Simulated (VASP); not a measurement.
A run of VASP 6.6.1 is set up as follows.

Contents of POSCAR:

```
Fe
1.0
    2.4239379447      0.0000000000      0.0000000000
   -1.2119689724      2.0991918373      0.0000000000
    0.0000000000      0.0000000000      7.7996237898
Fe
4
Direct
    0.0000000000      0.0000000000      1.0000000000
    0.0000000000      0.0000000000      0.5000000000
    0.3333333333      0.6666666667      0.2500000000
    0.6666666667      0.3333333333      0.7500000000
```

Contents of INCAR.step1:

```
PREC = Accurate ; ENCUT = 520
ISMEAR = -1 ; SIGMA = 0.1
LREAL = False ; LASPH = True
NELM = 60 ; NBANDS = 24
GGA = PE ; ALGO = Normal
EDIFF = 1E-4 ; LWAVE = True
LCHARG = False
```

The input INCAR.step2:

```
PREC = Accurate ; ENCUT = 520
EDIFF = 1E-6 ; ISMEAR = -1
SIGMA = 0.1 ; LREAL = False
LASPH = True ; NELM = 60
ALGO = Normal ; ISIF = 2
LWAVE = False ; LCHARG = False
METAGGA = R2SCAN ; LMIXTAU = True
NBANDS = 24 ; ISTART = 1
```

Contents of KPOINTS:

```
regular mesh
0
Gamma
  14 14 4
```

Potentials or basis: VASP PAW PBE potentials, release 64 (Fe).

Command:

```console
$ cat potpaw_PBE.64/Fe/POTCAR > POTCAR
$ cp INCAR.step1 INCAR
$ mpirun -np 1 vasp_std > vasp.out
$ cp INCAR.step2 INCAR
$ mpirun -np 1 vasp_std > vasp.out
```

Q: What does it give for the band gap on the k mesh?

A: Zero (bands 16 and 17 overlap by 1.79 eV).

Q: Predict the pressure.

A: 0.5 GPa.

Caveat: the PAW data sets were made with another functional, which shifts forces and pressure a little; the run has no spin polarisation, though such a crystal can be magnetic. Spin polarisation is off, so any magnetic state and its effect on volume and gap are missing.
